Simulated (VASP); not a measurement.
The system is La3Hf.

```
CELL_PARAMETERS angstrom
5.04513 0.00000 0.00000
0.00000 5.04513 0.00000
0.00000 0.00000 5.04513
ATOMIC_POSITIONS crystal
La 0.00000 0.50000 0.50000
La 0.50000 0.00000 0.50000
La 0.50000 0.50000 0.00000
Hf 0.00000 0.00000 0.00000
```

Base run:

* Program: VASP 6.6.1
* Functional: PBE
* Potentials or basis: VASP PAW PBE potentials, release 64 (La, Hf_pv)
* Cutoff: 520 eV
* k mesh: 4 × 4 × 4
* Occupations: methfessel-paxton, width 0.05 eV
* Spin: no spin polarisation

Its results: band gap on the k mesh zero (an odd number of electrons rules out a gap without spin polarisation); pressure -0.1 GPa.

Task: The run is repeated on the same cell with these changes: k mesh from 4 × 4 × 4 to 2 × 2 × 2. What comes out?

Result: Band gap on the k mesh zero (an odd number of electrons rules out a gap without spin polarisation); pressure 2.7 GPa.

Caveats: some runs use coarse meshes; spin-orbit coupling is left out, which moves the levels of the heavy elements.
